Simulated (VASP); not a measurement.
The system is PbS.

```
CELL_PARAMETERS angstrom
4.04819 0.00000 0.00000
-2.02409 3.50583 0.00000
0.00000 0.00000 3.78417
ATOMIC_POSITIONS crystal
Pb 0.00000 0.00000 0.00000
S 0.66667 0.33333 0.50000
```

Base run:

| Property | Result |
| --- | --- |
| Program | VASP 6.6.1 |
| Functional | r2SCAN |
| Dispersion | D3(BJ) |
| Potentials or basis | VASP PAW PBE potentials, release 64 (Pb_d, S) |
| Cutoff | 520 eV |
| k mesh | 10 × 10 × 10 |
| Occupations | gaussian, width 0.05 eV |
| Spin | no spin polarisation |

Its results: band gap on the k mesh zero (band 10 reaches 5.39 eV, above the bottom of band 11 at 5.12 eV); pressure -1.0 GPa.

Question: The run is repeated on the same cell with these changes: dispersion from D3(BJ) to none; occupations from gaussian, width 0.05 eV to tetrahedron. What comes out?

Answer: Band gap on the k mesh zero (band 10 reaches 5.40 eV, above the bottom of band 11 at 5.12 eV); pressure 0.1 GPa.

Caveats: the PAW data sets were made with another functional, which shifts forces and pressure a little; spin-orbit coupling is left out, which moves the levels of the heavy elements; pairwise dispersion overbinds metals, which lowers pressure and volume (some runs); tetrahedron occupations give inexact forces and stress in metals (some runs).
